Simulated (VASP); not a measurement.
# Si (P6_3/mmc) in VASP: further runs

Si is run at these levels: r2SCAN; tasks: G0W0 quasiparticle levels.

Program: VASP 6.6.1. These are calculated values, not measurements. Logs are shortened: lines on timing, memory, paths and dates and some standing lists are left out, and cuts for length are marked.

## Step 1: The cell of the first run

Symmetry: P6_3/mmc, No. 194, hexagonal system. Conventional cell: a = 3.832 Å, b = 3.832 Å, c = 6.341 Å, α = 90.00°, β = 90.00°, γ = 120.00°. Within 3.1 Å of Si (site symmetry 3m) lie 4 Si at 2.35 to 2.37 Å.

This isn't the form of Si at room conditions, which is diamond.

## Step 2: G0W0 quasiparticle levels, r2SCAN

POSCAR

```
Si
1.0
    3.8321295590      0.0000000000      0.0000000000
   -1.9160647795      3.3187215487      0.0000000000
    0.0000000000      0.0000000000      6.3412168605
Si
4
Direct
    0.3333333333      0.6666666667      0.0005609409
    0.6666666667      0.3333333333      0.5005609409
    0.3333333333      0.6666666667      0.3744390591
    0.6666666667      0.3333333333      0.8744390591
```

INCAR.step1

```
PREC = Accurate
ENCUT = 500
EDIFF = 1E-8
ISMEAR = 0
SIGMA = 0.01
LREAL = False
LASPH = True
NELM = 80
ALGO = Normal
LWAVE = True
LCHARG = False
METAGGA = R2SCAN
LMIXTAU = True
```

INCAR.step2

```
PREC = Accurate
ENCUT = 500
EDIFF = 1E-8
ISMEAR = 0
SIGMA = 0.01
LREAL = False
LASPH = True
NELM = 1
ALGO = Exact
LWAVE = True
LCHARG = False
METAGGA = R2SCAN
LMIXTAU = True
NBANDS = 450
LOPTICS = True
ISTART = 1
```

INCAR.step3

```
PREC = Accurate
ENCUT = 500
EDIFF = 1E-8
ISMEAR = 0
SIGMA = 0.01
LREAL = False
LASPH = True
ALGO = EVGW0
LWAVE = False
LCHARG = False
METAGGA = R2SCAN
LMIXTAU = True
NELMGW = 1
NBANDS = 450
ENCUTGW = 180.0
NOMEGA = 48
PRECFOCK = Fast
ISTART = 1
NBANDSGW = 16
```

KPOINTS

```
regular mesh
0
Gamma
  6 6 2
```

Potentials or basis: VASP PAW PBE potentials, release 64 (Si_GW).

Launch:

```console
> cat potpaw_PBE.64/Si_GW/POTCAR > POTCAR
> cp INCAR.step1 INCAR
> mpirun -np 1 vasp_std > vasp.out
> cp INCAR.step2 INCAR
> mpirun -np 1 vasp_std > vasp.out
> cp INCAR.step3 INCAR
> mpirun -np 1 vasp_std > vasp.out
```

OUTCAR:

```text
PREC = Accurate
   ENCUT = 500
   EDIFF = 1E-8
   ISMEAR = 0
   LREAL = False
   LASPH = True
   METAGGA = R2SCAN
   NELMGW = 1
   ENCUTGW = 180.0
   PRECFOCK = Fast
   ISTART = 1

 ion  position               nearest neighbor table
   1  0.333  0.667  0.001-   4 2.35   4 2.35   4 2.35   3 2.37
   2  0.667  0.333  0.501-   3 2.35   3 2.35   3 2.35   4 2.37
   3  0.333  0.667  0.374-   2 2.35   2 2.35   2 2.35   1 2.37
   4  0.667  0.333  0.874-   1 2.35   1 2.35   1 2.35   2 2.37

  LATTYP: Found a hexagonal cell.
 ALAT       =     3.8321295590
 C/A-ratio  =     1.6547501234

  Lattice vectors:

 A1 = (   3.8321295590,   0.0000000000,   0.0000000000)
 A2 = (  -1.9160647795,   3.3187215487,   0.0000000000)
 A3 = (   0.0000000000,   0.0000000000,   6.3412168605)

Analysis of symmetry for initial positions (statically):
=====================================================================
 Subroutine PRICEL returns:
 Original cell was already a primitive cell.

 Routine SETGRP: Setting up the symmetry group for a
 hexagonal supercell.

 Subroutine GETGRP returns: Found 24 space group operations
 (whereof  6 operations were pure point group operations)
 out of a pool of 24 trial point group operations.

The static configuration has the point symmetry C_3v.
 The point group associated with its full space group is D_6h.

Analysis of symmetry for dynamics (positions and initial velocities):
=====================================================================
 Subroutine PRICEL returns:
 Original cell was already a primitive cell.

 Routine SETGRP: Setting up the symmetry group for a
 hexagonal supercell.

 Subroutine GETGRP returns: Found 24 space group operations
 (whereof  6 operations were pure point group operations)
 out of a pool of 24 trial point group operations.

The dynamic configuration has the point symmetry C_3v.
 The point group associated with its full space group is D_6h.

 Subroutine INISYM returns: Found 24 space group operations
 (whereof  6 operations are pure point group operations),
 and found     1 'primitive' translations

----------------------------------------------------------------------------------------

                                     Primitive cell

  volume of cell :      80.6461

  direct lattice vectors                    reciprocal lattice vectors
     3.832129559  0.000000000  0.000000000     0.260951511  0.150660425  0.000000000
    -1.916064780  3.318721549  0.000000000     0.000000000  0.301320851  0.000000000
     0.000000000  0.000000000  6.341216861     0.000000000  0.000000000  0.157698439

  length of vectors
     3.832129559  3.832129559  6.341216861     0.301320851  0.301320851  0.157698439

  position of ions in fractional coordinates (direct lattice)
     0.333333333  0.666666667  0.000560941
     0.666666667  0.333333333  0.500560941
     0.333333333  0.666666667  0.374439059
     0.666666667  0.333333333  0.874439059

  ion indices of the primitive-cell ions
   primitive index   ion index
                 1           1
                 2           2
                 3           3
                 4           4

----------------------------------------------------------------------------------------

 KPOINTS: regular mesh

Automatic generation of k-mesh.
 Grid dimensions read from file:
 generate k-points for:    6    6    2

 Generating k-lattice:

  Cartesian coordinates                     Fractional coordinates (reciprocal lattice)
     0.043491919  0.025110071  0.000000000     0.166666667 -0.000000000  0.000000000
     0.000000000  0.050220142  0.000000000     0.000000000  0.166666667  0.000000000
     0.000000000  0.000000000  0.078849219     0.000000000  0.000000000  0.500000000

  Length of vectors
     0.050220142  0.050220142  0.078849219

  Shift w.r.t. Gamma in fractional coordinates (k-lattice)
     0.000000000  0.000000000  0.000000000

 Subroutine IBZKPT returns following result:
 ===========================================

 Found     14 irreducible k-points:

 Following reciprocal coordinates:
            Coordinates               Weight
  0.000000  0.000000  0.000000      1.000000
  0.166667 -0.000000  0.000000      6.000000
  0.333333  0.000000  0.000000      6.000000
  0.500000  0.000000  0.000000      3.000000
  0.166667  0.166667  0.000000      6.000000
  0.333333  0.166667  0.000000     12.000000
  0.333333  0.333333  0.000000      2.000000
  0.000000  0.000000  0.500000      1.000000
  0.166667 -0.000000  0.500000      6.000000
  0.333333  0.000000  0.500000      6.000000
  0.500000  0.000000  0.500000      3.000000
  0.166667  0.166667  0.500000      6.000000
  0.333333  0.166667  0.500000     12.000000
  0.333333  0.333333  0.500000      2.000000
   k-points           NKPTS =     14   k-points in BZ     NKDIM =     72   number of bands    NBANDS=    450
   number of dos      NEDOS =    301   number of ions     NIONS =      4
   total plane-waves  NPLWV =  37632
   dimension x,y,z NGX =    28 NGY =   28 NGZ =   48
   dimension x,y,z NGXF=    56 NGYF=   56 NGZF=   96
   ions per type =               4
   NGX,Y,Z   is equivalent  to a cutoff of  12.15, 12.15, 12.58 a.u.
   NGXF,Y,Z  is equivalent  to a cutoff of  24.29, 24.29, 25.17 a.u.
 SYSTEM =  unknown system
   PREC   = accura    normal or accurate (medium, high low for compatibility)
   ISTART =      1    job   : 0-new  1-cont  2-samecut
   ICHARG =      0    charge: 1-file 2-atom 10-const
   ISPIN  =      1    spin polarized calculation?
   LNONCOLLINEAR =      F non collinear calculations
   LSORBIT =      F    spin-orbit coupling
   LASPH  =      T    aspherical Exc in radial PAW
   ENCUT  =  500.0 eV  36.75 Ry    6.06 a.u.   6.99  6.99 11.56*2*pi/ulx,y,z
   NELM   =     60;   NELMIN=  2; NELMDL=  0     # of ELM steps
   EDIFF  = 0.1E-07   stopping-criterion for ELM
   LREAL  =      F    real-space projection
   EDIFFG = 0.1E-06   stopping-criterion for IOM
   NSW    =      0    number of steps for IOM
   IBRION =     -1    ionic relax: 0-MD 1-quasi-New 2-CG
   NFREE  =      0    steps in history (QN), initial steepest desc. (CG)
   ISIF   =      0    stress and relaxation
   ISYM   =      3    0-nonsym 1-usesym 2-fastsym
   POTIM  = 0.5000    time-step for ionic-motion
   TEBEG  =    0.0;   TEEND  =   0.0 temperature during run
   PSTRESS=    0.0 pullay stress
   NELECT =      16.0000    total number of electrons
   NUPDOWN=      -1.0000    fix difference up-down
   EMIN   =  10.00;   EMAX   =-10.00  energy-range for DOS
   EFERMI =   0.00;   METHOD = LEGACY
   ISMEAR =     0;   SIGMA  =   0.01  broadening in eV -4-tet -1-fermi 0-gaus
   EFERMI_NEDOS =   21; number of points for ismear=-14 and -15
   IALGO  =     38    algorithm
   IMIX   =      4    mixing-type and parameters
     AMIX     =   0.40;   BMIX     =  1.00
     AMIX_MAG =   1.60;   BMIX_MAG =  1.00
  volume/ion in A,a.u.               =      20.16       136.06
  Fermi-wavevector in a.u.,A,eV,Ry     =   0.954817  1.804343 12.404107  0.911676
  Thomas-Fermi vector in A             =   2.083599
   LORBIT       =      0    0 simple, 1 ext, 2 COOP (PROOUT), +10 PAW based schemes
   METAGGA = R2SCAN    functional components
   LHFCALC =     T    Hartree Fock is set to
   PRECFOCK=fast      Normal, Fast or Accurate (Low or Medium for compatibility)
   ENCUT4O =  -1.0   cutoff for four orbital integrals eV
   NKREDX  =     1    reduce k-point grid by
   NKREDY  =     1    reduce k-point grid by
   NKREDZ  =     1    reduce k-point grid by
   AEXX    =    1.0000 exact exchange contribution
   HFSCREEN=    0.0000 screening length (either q_TF or 0.3 A-1)
   HFSCREENC=   0.0000 screening length for correlation (either q_TF or 0.3 A-1)
   ENCUTFOCK=  -1.0 apply spherical cutoff to Coloumb kernel
   IVDW    =     0    specifies the selected vdW correction
   LEPSILON=     F    determine dielectric tensor
   LRPA    =     F    only Hartree local field effects (RPA)
   LRPAFORCE           =     F    calculate RPA forces
   ENCUTGW             = 180.0    cutoff for response function in eV
   ENCUTGWSOFT         = 144.0    soft cutoff for Coulomb kernel in GW response function in eV
   ENCUTLF             =  -1.0    cutoff for local field effects
   NELMGW              =     1    number of iterations in solving QP/BSE equation
   NELMHF              =     1    number of iterations in the inner HF iteration
   NKREDLFX            =     1    NKREDLFY  =   1   NKREDLFZ  =   1
 non-spin polarized calculation
 Gauss-broadening in eV      SIGMA  =   0.01
  energy-cutoff  :      500.00
  volume of cell :       80.65
 maximum number of plane-waves:      2060
 NGX is ok and might be reduce to    28
  NGX = 16; NGY = 16; NGZ = 28
   NGX = 13   NGY = 13   NGZ = 23
 maximum number of plane-waves:       458

 QP shifts <psi_nk| G(iteration)W_0 |psi_nk>: iteration 1
 for sc-GW calculations column KS-energies equals QP-energies in previous step
 and V_xc(KS)=  KS-energies - (<T + V_ion + V_H > + <T+V_H+V_ion>^1  + <V_x>^1)

 k-point   1 :       0.0000    0.0000    0.0000
  band No.  KS-energies  QP-energies   sigma(KS)   V_xc(KS)     V^pw_x(r,r')   Z            occupation Imag(sigma)

      1      -7.1902      -7.3126     -11.2909     -11.1077     -17.4973       0.6681       2.0000       1.0182
      2      -4.7986      -5.0220     -11.6948     -11.3706     -16.8927       0.6892       2.0000       0.6593
      3      -1.9500      -2.2738     -11.0393     -10.5746     -14.8808       0.6968       2.0000       0.2330
      4       3.9747       3.4648     -11.9554     -11.2771     -13.0207       0.7516       2.0000      -0.1001
      5       3.9747       3.4648     -11.9554     -11.2771     -13.0207       0.7516       2.0000      -0.1001
      6       5.2015       4.6900     -12.1016     -11.4272     -12.7076       0.7585       2.0000      -0.1078
[... 8 lines left out ...]
     15      10.0209      10.0832      -9.8720      -9.9552      -5.1582       0.7488       0.0000      -0.2268
     16      11.8505      11.9311      -9.2390      -9.3457      -4.3481       0.7560       0.0000      -0.2624

 k-point   2 :       0.1667   -0.0000    0.0000
  band No.  KS-energies  QP-energies   sigma(KS)   V_xc(KS)     V^pw_x(r,r')   Z            occupation Imag(sigma)

      1      -6.8520      -6.9922     -11.3268     -11.1190     -17.3877       0.6744       2.0000       0.9720
      2      -4.4517      -4.6877     -11.7129     -11.3733     -16.7619       0.6950       2.0000       0.6096
      3      -1.7979      -2.1308     -11.2069     -10.7323     -14.9752       0.7013       2.0000       0.2244
      4       2.0599       1.5815     -11.3712     -10.7229     -13.0738       0.7380       2.0000      -0.0730
      5       3.4014       2.9103     -11.7418     -11.0844     -12.9866       0.7470       2.0000      -0.0992
      6       3.6844       3.1761     -12.0625     -11.3840     -13.2556       0.7492       2.0000      -0.0903
[... 8 lines left out ...]
     15      11.2244      11.2228     -10.1004     -10.0982      -4.9945       0.7403       0.0000      -0.2668
     16      11.5932      11.5385      -9.2178      -9.1454      -4.2348       0.7557       0.0000      -0.2608
[... 208 lines left out ...]
      5       1.8229       1.3510     -11.1264     -10.4844     -12.9567       0.7350       2.0000      -0.0672
      6       1.8229       1.3510     -11.1264     -10.4844     -12.9567       0.7350       2.0000      -0.0672
[... 8 lines left out ...]
     15      12.8222      12.6557      -9.8872      -9.6625      -4.2508       0.7413       0.0000      -0.3730
     16      12.8222      12.6557      -9.8872      -9.6625      -4.2508       0.7413       0.0000      -0.3730

 k-point  14 :       0.3333    0.3333    0.5000
  band No.  KS-energies  QP-energies   sigma(KS)   V_xc(KS)     V^pw_x(r,r')   Z            occupation Imag(sigma)

      1      -3.5729      -3.8257     -11.7827     -11.4207     -16.4546       0.6983       2.0000       0.4875
      2      -3.5729      -3.8257     -11.7827     -11.4207     -16.4546       0.6983       2.0000       0.4875
      3      -2.1563      -2.4814     -11.5912     -11.1289     -15.5621       0.7033       2.0000       0.2833
      4      -2.1563      -2.4814     -11.5912     -11.1289     -15.5621       0.7033       2.0000       0.2833
      5       0.9038       0.4454     -10.8019     -10.1697     -13.0634       0.7250       2.0000      -0.0316
      6       0.9038       0.4454     -10.8019     -10.1697     -13.0634       0.7250       2.0000      -0.0316
[... 8 lines left out ...]
     15      12.2785      12.1029      -9.6624      -9.4287      -4.4812       0.7519       0.0000      -0.3051
     16      12.2785      12.1029      -9.6624      -9.4287      -4.4812       0.7519       0.0000      -0.3051
```

It took 54 min on 1 thread of Intel Xeon Platinum 8259CL at 2.50GHz (Skylake/Cascade Lake), shared host; peak memory 1.7 GiB.

What came out:

* Quasiparticle gap: 1.07 eV
* Least direct quasiparticle gap: 1.81 eV
* Band gap of the starting levels on the mesh: 0.62 eV
* Least direct gap of the starting levels on the mesh: 1.36 eV

Caveat: the k points lie up to 0.50 Å⁻¹ apart; bands, screening cutoff and mesh are small and nothing is extrapolated, so the quasiparticle values aren't converged.

(Part 1 of 2 ends here.)
